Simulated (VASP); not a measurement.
Input of a VASP 6.6.1 run:

File INCAR:

```
ALGO = Normal
EDIFF = 1E-6
ENCUT = 520
GGA = PS
ISIF = 2
ISMEAR = 0
LASPH = T
LCHARG = F
LREAL = F
LWAVE = F
NBANDS = 11
NELM = 60
PREC = Accurate
SIGMA = 0.03
```

The input KPOINTS:

```
k-points
0
Gamma
  10 10 10
```

File POSCAR:

```
Sr
1.0
    0.0000000000      3.0423500000      2.8902325000
    3.0423500000      0.0000000000      2.8902325000
    3.0423500000      3.0423500000      0.0000000000
Sr
1
Direct
    0.0000000000      0.0000000000      0.0000000000
```

Potentials or basis: VASP PAW PBE potentials, release 64 (Sr_sv).

Run with:

```console
$ cat potpaw_PBE.64/Sr_sv/POTCAR > POTCAR
$ mpirun -np 1 vasp_std > vasp.out
```

**Question.** Predict the band gap on the k mesh.

**Answer.** Zero (bands 5 and 6 overlap by 0.02 eV).

**Question.** Estimate the pressure.

**Answer.** -0.4 GPa.

Stress tensor (GPa, compression positive):
```
-0.44  0.00  0.00
 0.00 -0.44  0.00
 0.00  0.00 -0.36
```

Caveat: the cell differs from its parent crystal (strain +0.000 along x and y, -0.050 along z); the PAW data sets were made with another functional, which shifts forces and pressure a little.
